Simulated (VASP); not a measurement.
Set up this calculation in VASP 6.6.1, as the native input.

```yaml
Task: single point
Functional: LDA
Potentials_or_basis: VASP PAW LDA potentials, release 64 (W_sv)
Cutoff: 520 eV
k_mesh: 9 × 9 × 4
Occupations: gaussian, width 0.1 eV
Spin: no spin polarisation
Dipole_correction: no
Further_INCAR_settings: ALGO = Normal; EDIFF = 1e-06; NBANDS = 21
```

The structure of W lies in POSCAR:

```
W
1.0
    2.8225222493      0.0000000000      0.0000000000
   -1.4112611246      2.4443759706      0.0000000000
    0.0000000000      0.0000000000      4.6091788331
W
2
Direct
    0.3333333333      0.6666666667      0.2500000000
    0.6666666667      0.3333333333      0.7500000000
```

These files were run (other wordings do the same):

INCAR

```
PREC = Accurate
ENCUT = 520
EDIFF = 1E-6
ISMEAR = 0
SIGMA = 0.1
LREAL = False
LASPH = True
NELM = 100
ALGO = Normal
ISIF = 2
LWAVE = False
LCHARG = False
GGA = CA
NBANDS = 21
```

KPOINTS

```
Automatic mesh
0
Gamma
  9 9 4
```

Potentials or basis: VASP PAW LDA potentials, release 64 (W_sv).

Run with:

```bash
$ cat potpaw_LDA.64/W_sv/POTCAR > POTCAR
$ mpirun -np 1 vasp_std > vasp.out
```

Results of the run:

```yaml
Pressure: -2.6 GPa
Band_gap_on_the_k_mesh: zero (band 14 reaches 12.04 eV, above the bottom of band 15 at 10.13 eV)
```

Caveat: spin-orbit coupling is left out, which moves the levels of the heavy elements.

Wall time 13 s on 1 thread of Intel(R) Xeon(R) 6975P-C (Granite Rapids) (shared host), peak memory 0.14 GiB.
